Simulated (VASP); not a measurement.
# RbPbF5 (Immm) in VASP: single point with PBEsol

Aim: the single point of RbPbF5 with PBEsol.

Everything below comes from runs of VASP 6.6.1. Logs are shortened: lines on timing, memory, paths and dates and some standing lists are left out, and cuts for length are marked.

## 1. The cell of the first run

Symmetry: Immm, No. 71, orthorhombic system. The conventional cell has a = 4.244 Å, b = 8.089 Å, c = 9.750 Å, α = 90.00°, β = 90.00°, γ = 90.00°. Rb (site symmetry mmm) has 2 F at 2.12 Å within 2.8 Å. Pb (site symmetry mmm) has 6 F at 2.04 to 2.45 Å within 2.7 Å. Within 3.2 Å of F (site symmetry m2m) lie 5 F at 2.44 to 3.18 Å and 2 Pb at 2.45 Å and 1 Rb at 2.82 Å. F (site symmetry mm2) has 1 Pb at 2.04 Å within 2.7 Å. F (site symmetry mmm) has 2 Rb at 2.12 Å within 2.8 Å.

## 2. Single point, PBEsol

Contents of INCAR:

```
SYSTEM = RbPbF5
PREC     = Accurate       ! precision mode
ENCUT    = 520            ! plane-wave cutoff, eV
EDIFF    = 1E-6           ! SCF threshold, eV
ISMEAR   = -1             ! smearing method
SIGMA    = 0.03           ! smearing width, eV
LREAL    = .False.        ! projectors in reciprocal space
LASPH    = .True.         ! aspherical terms in the spheres
NELM     = 80             ! most SCF steps
ALGO     = Normal         ! electronic algorithm
ISIF     = 2              ! what is computed and relaxed
LWAVE    = .False.        ! write WAVECAR
LCHARG   = .False.        ! write CHGCAR
GGA      = PS             ! functional
NBANDS   = 38             ! bands
```

Contents of KPOINTS:

```
regular mesh
0
Gamma
  6 6 6
  0 0 0
```

Contents of POSCAR:

```
RbPbF5
1.0
   -2.1219370795      4.0443128107      4.8752198853
    2.1219370795     -4.0443128107      4.8752198853
    2.1219370795      4.0443128107     -4.8752198853
Rb Pb F
1 1 5
Direct
    0.5000000000      0.5000000000      0.0000000000
    0.0000000000      0.0000000000      0.0000000000
    0.8492545723      0.5000000000      0.3492545723
    0.1507454277      0.5000000000      0.6507454277
    0.2088632883      0.2088632883      0.0000000000
    0.7911367117      0.7911367117      0.0000000000
    0.5000000000      0.0000000000      0.5000000000
```

Potentials or basis: VASP PAW PBE potentials, release 64 (Rb_sv, Pb_d, F).

Started as:

```bash
cat potpaw_PBE.64/Rb_sv/POTCAR potpaw_PBE.64/Pb_d/POTCAR potpaw_PBE.64/F/POTCAR > POTCAR
mpirun -np 1 vasp_std > vasp.out
```

OUTCAR:

```text
SYSTEM = RbPbF5
   PREC = Accurate
   ENCUT = 520
   EDIFF = 1E-6
   ISMEAR = -1
   LREAL = .False.
   LASPH = .True.
   NELM = 80
   ISIF = 2
   GGA = PS

 ion  position               nearest neighbor table
   1  0.500  0.500  0.000-   7 2.12   7 2.12   3 2.82   4 2.82   5 2.84   6 2.84   2 4.57   2 4.57
                             2 4.57   2 4.57   2 4.88   2 4.88
   2  0.000  0.000  0.000-   5 2.04   6 2.04   4 2.45   3 2.45   4 2.45   3 2.45   1 4.57   1 4.57
                             1 4.57   1 4.57   1 4.88   1 4.88
   3  0.849  0.500  0.349-   2 2.45   2 2.45   1 2.82
   4  0.151  0.500  0.651-   2 2.45   2 2.45   1 2.82
   5  0.209  0.209  0.000-   2 2.04   1 2.84
   6  0.791  0.791  0.000-   2 2.04   1 2.84
   7  0.500  0.000  0.500-   1 2.12   1 2.12

  LATTYP: Found a body centered orthorhombic cell.
 ALAT       =     4.2438741590
 B/A-ratio  =     1.9059532207
 C/A-ratio  =     2.2975327272

  Lattice vectors:

 A1 = (  -2.1219370795,   4.0443128107,   4.8752198853)
 A2 = (   2.1219370795,  -4.0443128107,   4.8752198853)
 A3 = (   2.1219370795,   4.0443128107,  -4.8752198853)

Analysis of symmetry for initial positions (statically):
=====================================================================
 Subroutine PRICEL returns:
 Original cell was already a primitive cell.

 Routine SETGRP: Setting up the symmetry group for a
 body centered orthorhombic supercell.

 Subroutine GETGRP returns: Found  8 space group operations
 (whereof  8 operations were pure point group operations)
 out of a pool of  8 trial point group operations.

The static configuration has the point symmetry D_2h.

Analysis of symmetry for dynamics (positions and initial velocities):
=====================================================================
 Subroutine PRICEL returns:
 Original cell was already a primitive cell.

 Routine SETGRP: Setting up the symmetry group for a
 body centered orthorhombic supercell.

 Subroutine GETGRP returns: Found  8 space group operations
 (whereof  8 operations were pure point group operations)
 out of a pool of  8 trial point group operations.

The dynamic configuration has the point symmetry D_2h.

 Subroutine INISYM returns: Found  8 space group operations
 (whereof  8 operations are pure point group operations),
 and found     1 'primitive' translations

----------------------------------------------------------------------------------------

[... 101 lines left out ...]
   NELM   =     80;   NELMIN=  2; NELMDL= -5     # of ELM steps
   EDIFF  = 0.1E-05   stopping-criterion for ELM
   LREAL  =      F    real-space projection
   EDIFFG = 0.1E-04   stopping-criterion for IOM
   NSW    =      0    number of steps for IOM
   IBRION =     -1    ionic relax: 0-MD 1-quasi-New 2-CG
   NFREE  =      0    steps in history (QN), initial steepest desc. (CG)
   ISIF   =      2    stress and relaxation
   ISYM   =      2    0-nonsym 1-usesym 2-fastsym
   POTIM  = 0.5000    time-step for ionic-motion
   TEBEG  =    0.0;   TEEND  =   0.0 temperature during run
   PSTRESS=    0.0 pullay stress
   NELECT =      58.0000    total number of electrons
   NUPDOWN=      -1.0000    fix difference up-down
   EMIN   =  10.00;   EMAX   =-10.00  energy-range for DOS
   EFERMI =   0.00;   METHOD = LEGACY
   ISMEAR =    -1;   SIGMA  =   0.03  broadening in eV -4-tet -1-fermi 0-gaus
   EFERMI_NEDOS =   21; number of points for ismear=-14 and -15
   IALGO  =     38    algorithm
   IMIX   =      4    mixing-type and parameters
     AMIX     =   0.40;   BMIX     =  1.00
     AMIX_MAG =   1.60;   BMIX_MAG =  1.00
  volume/ion in A,a.u.               =      23.91       161.34
  Fermi-wavevector in a.u.,A,eV,Ry     =   1.149936  2.173064 17.991703  1.322353
  Thomas-Fermi vector in A             =   2.286603
   LORBIT       =      0    0 simple, 1 ext, 2 COOP (PROOUT), +10 PAW based schemes
   GGA     = PS    functional components
   LHFCALC =     F    Hartree Fock is set to
   AEXX    =    0.0000 exact exchange contribution
   IVDW    =     0    specifies the selected vdW correction
   LEPSILON=     F    determine dielectric tensor
   LRPA    =     F    only Hartree local field effects (RPA)
 non-spin polarized calculation
  energy-cutoff  :      520.00
  volume of cell :      167.35
 maximum number of plane-waves:      4523
 NGX is ok and might be reduce to    50
   NGX = 25   NGY = 25   NGZ = 25

 number of electron      57.9999991 magnetization

 Free energy of the ion-electron system (eV)
  ---------------------------------------------------
  ext. energy  EPLUGINS =         0.00000000
  ---------------------------------------------------
  free energy    TOTEN  =       -26.92619783 eV

  energy without entropy =      -26.90927281  energy(sigma->0) =      -26.91773532

 E-fermi :  -2.3986     XC(G=0):  -7.1697

 val. band max:       -2.4221694330   @ k =  -0.0000   0.1667   0.0000
 cond. band min:      -2.3722783101   @ k =  -0.3333   0.1667  -0.0000
 fundamental gap:      0.0498911229
 Fermi energy:        -2.3985981561

 k-point     1 :       0.0000    0.0000    0.0000
  band No.  band energies     occupation
      1     -26.0535      2.00000
      2     -24.4350      2.00000
      3     -24.0071      2.00000
      4     -23.4518      2.00000
      5     -22.9753      2.00000
      6     -22.4823      2.00000
[... 973 lines left out ...]
     37       7.6820      0.00000
     38       8.4630      0.00000

 [... further k-points ...]
[... 5 lines left out ...]
  --------------------------------------------------------------------------------------
  -------------------------------------------------------------------------------------
  Total        0.3971819     -0.1902142      0.1859722     -0.0000000      0.0000000      0.0000000
  in kB        3.8024942     -1.8210506      1.7804392     -0.0000000      0.0000000      0.0000000
  external PRESSURE =       1.2539610 kB  Pullay stress =       0.0000000 kB

 VOLUME and BASIS-vectors are now :
 -----------------------------------------------------------------------------
  energy-cutoff  :      520.00
  volume of cell :      167.35
      direct lattice vectors                 reciprocal lattice vectors
    -2.121937079  4.044312811  4.875219885     0.000000000  0.123630397  0.102559477
     2.121937079 -4.044312811  4.875219885     0.235633754  0.000000000  0.102559477
     2.121937079  4.044312811 -4.875219885     0.235633754  0.123630397  0.000000000

 POSITION                                       TOTAL-FORCE (eV/Angst)
 -----------------------------------------------------------------------------------
      0.00000      0.00000      4.87522         0.000000     -0.000000     -0.000000
      0.00000      0.00000      0.00000         0.000000     -0.000000     -0.000000
      0.00000      2.82499      4.87522         0.000000     -0.001741     -0.000000
      2.12194      1.21932      0.00000         0.000000      0.001741     -0.000000
      0.00000      0.00000      2.03651        -0.000000      0.000000      0.103197
      0.00000      0.00000      7.71393         0.000000      0.000000     -0.103197
      0.00000      4.04431      0.00000         0.000000     -0.000000      0.000000
 -----------------------------------------------------------------------------------
    total drift:                               -0.000000      0.000000      0.000000

  FREE ENERGIE OF THE ION-ELECTRON SYSTEM (eV)
  ---------------------------------------------------
  free  energy   TOTEN  =       -26.9261978308 eV

  energy  without entropy=      -26.9092728052  energy(sigma->0) =      -26.91773532
```

OSZICAR:

```text
N       E                     dE             d eps       ncg     rms          rms(c)
DAV:   1     0.612256622155E+03    0.61226E+03   -0.28820E+04  3496   0.147E+03
DAV:   2     0.357805838523E+02   -0.57648E+03   -0.54859E+03  4140   0.397E+02
DAV:   3    -0.285987736536E+02   -0.64379E+02   -0.63560E+02  4056   0.148E+02
[... 11 lines left out ...]
DAV:  15    -0.269261675840E+02    0.10747E-03   -0.63799E-04  3722   0.161E-01    0.180E-01
DAV:  16    -0.269261400740E+02    0.27510E-04   -0.22361E-04  4304   0.596E-02    0.166E-02
DAV:  17    -0.269262042003E+02   -0.64126E-04   -0.38217E-05  3754   0.334E-02    0.627E-02
DAV:  18    -0.269261946680E+02    0.95323E-05   -0.30494E-05  3918   0.144E-02    0.237E-02
DAV:  19    -0.269261978675E+02   -0.31994E-05   -0.22466E-06  2890   0.986E-03    0.552E-03
DAV:  20    -0.269261978308E+02    0.36621E-07   -0.37333E-07  2618   0.279E-03
   1 F= -.26926198E+02 E0= -.26917735E+02  d E =-.169250E-01
```

stdout:

```text
POSCAR found type information on POSCAR RbPbF
 POSCAR found :  3 types and       7 ions
 scaLAPACK will be used
 -----------------------------------------------------------------------------
|                                                                             |
|                                                                             |
|     You enforced a specific xc type in the INCAR file but a different       |
|     I HOPE YOU KNOW WHAT YOU ARE DOING!                                     |
|                                                                             |
 -----------------------------------------------------------------------------

 LDA part: xc-table for (Slater+PW92), standard interpolation
 POSCAR, INCAR and KPOINTS ok, starting setup
 FFT: planning ... GRIDC
 FFT: planning ... GRID_SOFT
 FFT: planning ... GRID
 WAVECAR not read
 entering main loop
```

It took 8.7 min on 1 thread of Intel Xeon Platinum 8259CL at 2.50GHz (Skylake/Cascade Lake), shared host; peak memory 0.5 GiB.

Results:

| Quantity | Value |
| --- | --- |
| Free energy | -26.9262 eV |
| Pressure | 0.1 GPa |
| Largest force | 0.103 eV/Å |

Forces in eV/Å, atoms in the order of the input:
```
Rb   0.000  0.000  0.000
Pb   0.000  0.000  0.000
F    0.000 -0.002  0.000
F    0.000  0.002  0.000
F    0.000  0.000  0.103
F    0.000  0.000 -0.103
F    0.000  0.000  0.000
```

Stress tensor (GPa, compression positive):
```
 0.38  0.00  0.00
 0.00 -0.18  0.00
 0.00  0.00  0.18
```

Caveat: the PAW data sets were made with another functional, which shifts forces and pressure a little; spin-orbit coupling is left out, which moves the levels of the heavy elements.
